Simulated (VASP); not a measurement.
# GaN (F-43m) in VASP: a series of runs

Runs on GaN. Level: PBE. Tasks: single point, relaxation of cell and atoms.

Program: VASP 6.6.1. These are calculated values, not measurements. Logs are shortened: lines on timing, memory, paths and dates and some standing lists are left out, and cuts for length are marked.

## Step 1: The cell of the first run

It takes space group F-43m (No. 216, cubic). Conventional cell: a = 4.549 Å, b = 4.549 Å, c = 4.549 Å, α = 90.00°, β = 90.00°, γ = 90.00°. Ga (site symmetry -43m) has 4 N at 1.97 Å within 2.6 Å. Within 2.6 Å of N (site symmetry -43m) lie 4 Ga at 1.97 Å.

## Step 2: Single point, PBE

The input, INCAR:

```
  PREC = Accurate
  ENCUT = 600
  EDIFF = 1E-6
  ISMEAR = 0
  SIGMA = 0.02
  LREAL = False
  LASPH = True
  NELM = 120
  ALGO = Normal
  ISIF = 2
  LWAVE = False
  LCHARG = False
  GGA = PE
  NBANDS = 16
  GGA_COMPAT = False
```

The input, KPOINTS:

```
Automatic mesh
0
Gamma
  10 10 10
```

The input, POSCAR:

```
GaN
1.0
    0.0000000000      2.2742829168      2.2742829168
    2.2742829168      0.0000000000      2.2742829168
    2.2742829168      2.2742829168      0.0000000000
Ga N
1 1
Direct
    0.0000000000      0.0000000000      0.0000000000
    0.2500000000      0.2500000000      0.2500000000
```

Potentials or basis: VASP PAW PBE potentials, release 64 (Ga_d, N).

Launch:

```sh
$ cat potpaw_PBE.64/Ga_d/POTCAR potpaw_PBE.64/N/POTCAR > POTCAR
$ mpirun -np 1 vasp_std > vasp.out
```

OUTCAR:

```text
PREC = Accurate
   ENCUT = 600
   EDIFF = 1E-6
   ISMEAR = 0
   LREAL = False
   LASPH = True
   NELM = 120
   ISIF = 2
   GGA = PE

 ion  position               nearest neighbor table
   1  0.000  0.000  0.000-   2 1.97   2 1.97   2 1.97   2 1.97
   2  0.250  0.250  0.250-   1 1.97   1 1.97   1 1.97   1 1.97

  LATTYP: Found a face centered cubic cell.
 ALAT       =     4.5485658336

  Lattice vectors:

 A1 = (   0.0000000000,   2.2742829168,   2.2742829168)
 A2 = (   2.2742829168,   0.0000000000,   2.2742829168)
 A3 = (   2.2742829168,   2.2742829168,   0.0000000000)

Analysis of symmetry for initial positions (statically):
=====================================================================
 Subroutine PRICEL returns:
 Original cell was already a primitive cell.

 Routine SETGRP: Setting up the symmetry group for a
 face centered cubic supercell.

 Subroutine GETGRP returns: Found 24 space group operations
 (whereof 24 operations were pure point group operations)
 out of a pool of 48 trial point group operations.

The static configuration has the point symmetry T_d .

Analysis of symmetry for dynamics (positions and initial velocities):
=====================================================================
 Subroutine PRICEL returns:
 Original cell was already a primitive cell.

 Routine SETGRP: Setting up the symmetry group for a
 face centered cubic supercell.

 Subroutine GETGRP returns: Found 24 space group operations
 (whereof 24 operations were pure point group operations)
 out of a pool of 48 trial point group operations.

The dynamic configuration has the point symmetry T_d .

 Subroutine INISYM returns: Found 24 space group operations
 (whereof 24 operations are pure point group operations),
 and found     1 'primitive' translations

----------------------------------------------------------------------------------------

                                     Primitive cell

  volume of cell :      23.5268

  direct lattice vectors                    reciprocal lattice vectors
     0.000000000  2.274282917  2.274282917    -0.219849517  0.219849517  0.219849517
     2.274282917  0.000000000  2.274282917     0.219849517 -0.219849517  0.219849517
     2.274282917  2.274282917  0.000000000     0.219849517  0.219849517 -0.219849517

  length of vectors
     3.216321746  3.216321746  3.216321746     0.380790533  0.380790533  0.380790533

  position of ions in fractional coordinates (direct lattice)
     0.000000000  0.000000000  0.000000000
     0.250000000  0.250000000  0.250000000

  ion indices of the primitive-cell ions
   primitive index   ion index
                 1           1
                 2           2

----------------------------------------------------------------------------------------

 KPOINTS: Automatic mesh

Automatic generation of k-mesh.
 Grid dimensions read from file:
 generate k-points for:   10   10   10

 Generating k-lattice:

  Cartesian coordinates                     Fractional coordinates (reciprocal lattice)
    -0.021984952  0.021984952  0.021984952     0.100000000  0.000000000  0.000000000
     0.021984952 -0.021984952  0.021984952     0.000000000  0.100000000  0.000000000
     0.021984952  0.021984952 -0.021984952     0.000000000  0.000000000  0.100000000

  Length of vectors
     0.038079053  0.038079053  0.038079053

  Shift w.r.t. Gamma in fractional coordinates (k-lattice)
     0.000000000  0.000000000  0.000000000

 Subroutine IBZKPT returns following result:
 ===========================================

 Found     47 irreducible k-points:

 Following reciprocal coordinates:
            Coordinates               Weight
  0.000000  0.000000  0.000000      1.000000
  0.100000  0.000000  0.000000      8.000000
  0.200000  0.000000  0.000000      8.000000
  0.300000  0.000000  0.000000      8.000000
  0.400000  0.000000  0.000000      8.000000
  0.500000  0.000000  0.000000      4.000000
[... 16 lines left out ...]
  0.300000  0.300000  0.000000      6.000000
  0.400000  0.300000  0.000000     24.000000
 [... further k-points ...]
   k-points           NKPTS =     47   k-points in BZ     NKDIM =     47   number of bands    NBANDS=     16
   number of dos      NEDOS =    301   number of ions     NIONS =      2
   total plane-waves  NPLWV =  21952
   dimension x,y,z NGX =    28 NGY =   28 NGZ =   28
   dimension x,y,z NGXF=    56 NGYF=   56 NGZF=   56
   ions per type =               1   1
   NGX,Y,Z   is equivalent  to a cutoff of  14.47, 14.47, 14.47 a.u.
   NGXF,Y,Z  is equivalent  to a cutoff of  28.95, 28.95, 28.95 a.u.
 SYSTEM =  unknown system
   PREC   = accura    normal or accurate (medium, high low for compatibility)
   ISTART =      0    job   : 0-new  1-cont  2-samecut
   ICHARG =      2    charge: 1-file 2-atom 10-const
   ISPIN  =      1    spin polarized calculation?
   LNONCOLLINEAR =      F non collinear calculations
   LSORBIT =      F    spin-orbit coupling
   LASPH  =      T    aspherical Exc in radial PAW
   ENCUT  =  600.0 eV  44.10 Ry    6.64 a.u.   6.42  6.42  6.42*2*pi/ulx,y,z
   NELM   =    120;   NELMIN=  2; NELMDL= -5     # of ELM steps
   EDIFF  = 0.1E-05   stopping-criterion for ELM
   LREAL  =      F    real-space projection
   EDIFFG = 0.1E-04   stopping-criterion for IOM
   NSW    =      0    number of steps for IOM
   IBRION =     -1    ionic relax: 0-MD 1-quasi-New 2-CG
   NFREE  =      0    steps in history (QN), initial steepest desc. (CG)
   ISIF   =      2    stress and relaxation
   ISYM   =      2    0-nonsym 1-usesym 2-fastsym
   POTIM  = 0.5000    time-step for ionic-motion
   TEBEG  =    0.0;   TEEND  =   0.0 temperature during run
   PSTRESS=    0.0 pullay stress
   NELECT =      18.0000    total number of electrons
   NUPDOWN=      -1.0000    fix difference up-down
   EMIN   =  10.00;   EMAX   =-10.00  energy-range for DOS
   EFERMI =   0.00;   METHOD = LEGACY
   ISMEAR =     0;   SIGMA  =   0.02  broadening in eV -4-tet -1-fermi 0-gaus
   EFERMI_NEDOS =   21; number of points for ismear=-14 and -15
   IALGO  =     38    algorithm
   IMIX   =      4    mixing-type and parameters
     AMIX     =   0.40;   BMIX     =  1.00
     AMIX_MAG =   1.60;   BMIX_MAG =  1.00
  volume/ion in A,a.u.               =      11.76        79.38
  Fermi-wavevector in a.u.,A,eV,Ry     =   1.497308  2.829502 30.503331  2.241932
  Thomas-Fermi vector in A             =   2.609213
   LORBIT       =      0    0 simple, 1 ext, 2 COOP (PROOUT), +10 PAW based schemes
   GGA     = PE    functional components
   LHFCALC =     F    Hartree Fock is set to
   AEXX    =    0.0000 exact exchange contribution
   IVDW    =     0    specifies the selected vdW correction
   LEPSILON=     F    determine dielectric tensor
   LRPA    =     F    only Hartree local field effects (RPA)
 non-spin polarized calculation
 Gauss-broadening in eV      SIGMA  =   0.02
  energy-cutoff  :      600.00
  volume of cell :       23.53
 maximum number of plane-waves:       801
 NGX is ok and might be reduce to    28
   NGX = 13   NGY = 13   NGZ = 13

 number of electron      18.0000002 magnetization

 Free energy of the ion-electron system (eV)
  ---------------------------------------------------
  ext. energy  EPLUGINS =         0.00000000
  ---------------------------------------------------
  free energy    TOTEN  =       -12.15504116 eV

  energy without entropy =      -12.15504116  energy(sigma->0) =      -12.15504116

 E-fermi :   5.0760     XC(G=0): -11.5205

 val. band max:        4.9862633984   @ k =   0.0000   0.0000   0.0000
 cond. band min:       6.5329398830   @ k =   0.0000   0.0000   0.0000
 fundamental gap:      1.5466764846
 Fermi energy:         5.0759834296

 k-point     1 :       0.0000    0.0000    0.0000
  band No.  band energies     occupation
      1     -10.7167      2.00000
      2      -8.4367      2.00000
      3      -8.4367      2.00000
      4      -8.4367      2.00000
      5      -8.1439      2.00000
      6      -8.1439      2.00000
[... 8 lines left out ...]
     15      23.6331      0.00000
     16      23.6331      0.00000

 k-point     2 :       0.1000    0.0000    0.0000
  band No.  band energies     occupation
      1     -10.6133      2.00000
      2      -8.4242      2.00000
      3      -8.4242      2.00000
      4      -8.3957      2.00000
      5      -8.1451      2.00000
      6      -8.1451      2.00000
[... 8 lines left out ...]
     15      22.3521      0.00000
     16      22.3521      0.00000

 k-point     3 :       0.2000    0.0000    0.0000
  band No.  band energies     occupation
      1     -10.3566      2.00000
      2      -8.3951      2.00000
      3      -8.3951      2.00000
      4      -8.2265      2.00000
      5      -8.1438      2.00000
      6      -8.1438      2.00000
[... 8 lines left out ...]
     15      21.5936      0.00000
     16      21.5936      0.00000

 k-point     4 :       0.3000    0.0000    0.0000
  band No.  band energies     occupation
      1     -10.0933      2.00000
      2      -8.3693      2.00000
      3      -8.3693      2.00000
      4      -8.1312      2.00000
      5      -8.1312      2.00000
      6      -7.8262      2.00000
[... 8 lines left out ...]
     15      22.0409      0.00000
     16      22.0409      0.00000
[... 324 lines left out ...]
 k-point    22 :      -0.2000    0.2000    0.0000
  band No.  band energies     occupation
      1     -10.0130      2.00000
      2      -8.3539      2.00000
      3      -8.3409      2.00000
      4      -8.1639      2.00000
      5      -8.1507      2.00000
      6      -7.6572      2.00000
[... 8 lines left out ...]
     15      22.0799      0.00000
     16      25.2055      0.00000

 k-point    23 :       0.3000    0.3000    0.0000
  band No.  band energies     occupation
      1      -9.9375      2.00000
      2      -8.2941      2.00000
      3      -8.2620      2.00000
      4      -8.2620      2.00000
      5      -8.0974      2.00000
      6      -7.6343      2.00000
[... 8 lines left out ...]
     15      26.7551      0.00000
     16      26.9862      0.00000

 k-point    24 :       0.4000    0.3000    0.0000
  band No.  band energies     occupation
      1      -9.8395      2.00000
      2      -8.3129      2.00000
      3      -8.2303      2.00000
      4      -8.2302      2.00000
      5      -8.0880      2.00000
      6      -7.1868      2.00000
[... 8 lines left out ...]
     15      26.8454      0.00000
     16      27.1149      0.00000

 [... further k-points ...]
[... 5 lines left out ...]
  --------------------------------------------------------------------------------------
  -------------------------------------------------------------------------------------
  Total       -0.0076410     -0.0076410     -0.0076410     -0.0000000     -0.0000000     -0.0000000
  in kB       -0.5203515     -0.5203515     -0.5203515     -0.0000000     -0.0000000     -0.0000000
  external PRESSURE =      -0.5203515 kB  Pullay stress =       0.0000000 kB

 VOLUME and BASIS-vectors are now :
 -----------------------------------------------------------------------------
  energy-cutoff  :      600.00
  volume of cell :       23.53
      direct lattice vectors                 reciprocal lattice vectors
     0.000000000  2.274282917  2.274282917    -0.219849517  0.219849517  0.219849517
     2.274282917  0.000000000  2.274282917     0.219849517 -0.219849517  0.219849517
     2.274282917  2.274282917  0.000000000     0.219849517  0.219849517 -0.219849517

 POSITION                                       TOTAL-FORCE (eV/Angst)
 -----------------------------------------------------------------------------------
      0.00000      0.00000      0.00000         0.000000      0.000000     -0.000000
      1.13714      1.13714      1.13714        -0.000000     -0.000000      0.000000
 -----------------------------------------------------------------------------------
    total drift:                                0.000000      0.000000      0.000000

  FREE ENERGIE OF THE ION-ELECTRON SYSTEM (eV)
  ---------------------------------------------------
  free  energy   TOTEN  =       -12.1550411617 eV

  energy  without entropy=      -12.1550411617  energy(sigma->0) =      -12.15504116
```

Run time: 22 s. Hardware: 1 thread of Intel Xeon Platinum 8375C at 2.90GHz (Ice Lake), shared host; peak memory 0.17 GiB.

What came out:

```
Free energy            : -12.1550 eV
Pressure               : -0.1 GPa
Band gap on the k mesh : 1.55 eV, direct
```

## Step 3: Relaxation of cell and atoms, PBE

This run uses another cell than the first one, of 16.09 Å³/atom, 1.367 times its volume.

The input, INCAR:

```
SYSTEM = GaN
PREC     = Accurate       ! precision mode
ENCUT    = 600            ! plane-wave cutoff, eV
EDIFF    = 1E-7           ! SCF threshold, eV
ISMEAR   = 0              ! smearing method
SIGMA    = 0.1            ! smearing width, eV
LREAL    = .FALSE.        ! projectors in reciprocal space
LASPH    = .TRUE.         ! aspherical terms in the spheres
NELM     = 120            ! most SCF steps
ALGO     = Normal         ! electronic algorithm
ISIF     = 3              ! what is computed and relaxed
LWAVE    = .FALSE.        ! write WAVECAR
LCHARG   = .FALSE.        ! write CHGCAR
GGA      = PE             ! functional
IBRION   = 2              ! ionic algorithm
NSW      = 80             ! ionic steps
EDIFFG   = -0.05          ! ionic threshold
GGA_COMPAT= .FALSE.      
NELMIN   = 4
```

The input, KPOINTS:

```
Automatic mesh
0
G
  6 6 6
  0 0 0
```

The input, POSCAR:

```
GaN
1.0
    0.0000000000      2.5243460270      2.5243460270
    2.5243460270      0.0000000000      2.5243460270
    2.5243460270      2.5243460270      0.0000000000
Ga N
1 1
Direct
    0.0000000000      0.0000000000      0.0000000000
    0.2500000000      0.2500000000      0.2500000000
```

Potentials or basis: VASP PAW PBE potentials, release 64 (Ga_d, N).

Launch:

```sh
$ cat potpaw_PBE.64/Ga_d/POTCAR potpaw_PBE.64/N/POTCAR > POTCAR
$ mpirun -np 1 vasp_std > vasp.out
```

Wall time 26 s (1 thread of Intel Xeon Platinum 8375C at 2.90GHz (Ice Lake), shared host); peak memory 0.18 GiB.

It converged, with:

```
Free energy                            : -12.1618 eV
Relaxed volume                         : 11.76 Å³/atom
Relaxed cell                           : a = 3.216 Å, b = 3.216 Å, c = 3.216 Å, α = 60.00°, β = 60.00°, γ = 60.00°
Space group after relaxing (to 0.05 Å) : F-43m (No. 216)
Energy gained by relaxing              : 474.6 meV/atom
Ionic steps                            : 3
Pressure after relaxing                : 0.0 GPa
Band gap on the k mesh                 : 1.55 eV, direct
```

The path:
| step | energy change (eV) | largest force (eV/Å) | pressure (GPa) | volume (Å³) |
| --- | --- | --- | --- | --- |
| 1 | 0.0000 | 0.0000 | -25.97 | 32.17 |
| 2 | -0.8393 | 0.0000 | 18.85 | 21.50 |
| 3 | -0.9492 | 0.0000 | 0.05 | 23.53 |

Final structure:
```
CELL_PARAMETERS angstrom
0.00000 2.27427 2.27427
2.27427 0.00000 2.27427
2.27427 2.27427 0.00000
ATOMIC_POSITIONS crystal
Ga 0.00000 0.00000 0.00000
N 0.25000 0.25000 0.25000
```

Levels at points of the mesh, in eV from the valence-band top:
```tsv
k point	band 7	band 8	band 9	band 10	band 11	band 12
(0.00, 0.00, 0.00)	0.00	0.00	0.00	1.55	10.12	10.12
(0.50, 0.00, 0.00)	-6.86	-0.93	-0.93	4.45	8.59	10.22
(0.50, 0.50, 0.00)	-6.02	-2.61	-2.61	3.34	6.49	11.52
```

Caveat: the volume moved by over 15 % at a fixed basis, so the end points are rough.

## Step 4: Single point, PBE, collinear spin, ferromagnetic start

This run uses another cell than the first one, of 16.09 Å³/atom, 1.367 times its volume.

The input, INCAR:

```
ALGO = Normal
EDIFF = 1E-6
ENCUT = 600
GGA = PE
GGA_COMPAT = F
ISIF = 2
ISMEAR = 0
ISPIN = 2
LASPH = T
LCHARG = T
LELF = T
LORBIT = 11
LREAL = F
LVHAR = T
LWAVE = F
MAGMOM = 0 1
NBANDS = 20
NELM = 200
PREC = Accurate
SIGMA = 0.1
```

The input, KPOINTS:

```
k-points
0
Gamma
  6 6 6
```

POSCAR is that of step 3.

Launch:

```sh
$ cat potpaw_PBE.64/Ga_d/POTCAR potpaw_PBE.64/N/POTCAR > POTCAR
$ mpirun -np 1 vasp_std > vasp.out
```

It took 28 s on 1 thread of Intel Xeon Platinum 8375C at 2.90GHz (Ice Lake), shared host; peak memory 0.19 GiB.

The run converged. Its results:

| Property | Result |
| --- | --- |
| Free energy | -11.2127 eV |
| Pressure | -26.0 GPa |
| Band gap on the k mesh | zero (filled and empty bands touch) |
| Net moment | 0.00 μB per cell |
| Valence electrons inside the program's atomic spheres | Ga 11.39; N 3.51 |

Levels at points of the mesh, in eV from the Fermi level:
Spin up:
| k point | band 5 | band 6 | band 7 | band 8 | band 9 | band 10 | band 11 | band 12 | band 13 | band 14 |
| --- | --- | --- | --- | --- | --- | --- | --- | --- | --- | --- |
| (0.00, 0.00, 0.00) | -13.45 | -13.45 | -0.40 | -0.03 | -0.03 | -0.03 | 8.24 | 8.24 | 8.24 | 13.31 |
| (0.50, 0.00, 0.00) | -13.43 | -11.89 | -5.29 | -0.66 | -0.66 | 2.47 | 6.95 | 8.55 | 8.55 | 13.10 |
| (0.50, 0.50, 0.00) | -13.43 | -11.50 | -4.99 | -1.77 | -1.77 | 3.18 | 4.51 | 9.76 | 10.60 | 10.60 |
Spin down:
```csv
k point,band 7,band 8,band 9,band 10,band 11,band 12
"(0.00, 0.00, 0.00)",-0.40,-0.03,-0.03,-0.03,8.24,8.24
"(0.50, 0.00, 0.00)",-5.29,-0.66,-0.66,2.47,6.95,8.55
"(0.50, 0.50, 0.00)",-4.99,-1.77,-1.77,3.18,4.51,9.76
```

## Step 5: Overview

```csv
task,spin,cell,k mesh,smearing,gap on the mesh (eV),pressure (GPa)
single point,off,"a = 3.216 Å, angles 60.0°, 2 atoms",10 × 10 × 10,gaussian 0.02 eV,1.55,-0.1
relaxation of cell and atoms,off,"relaxed from a = 3.570 Å, angles 60.0°, 2 atoms",6 × 6 × 6,gaussian 0.1 eV,1.55,0.0
single point,"collinear, ferromagnetic start","a = 3.570 Å, angles 60.0°, 2 atoms",6 × 6 × 6,gaussian 0.1 eV,none,-26.0
```

Alike in all rows: level PBE; potentials or basis VASP PAW PBE potentials, release 64 (Ga_d, N); cutoff (eV) 600.

Caveats: the volume moved by over 15 % at a fixed basis, so the end points are rough (some runs).

Total energies depend on the potentials used, so only differences within one code and one set of settings carry meaning.
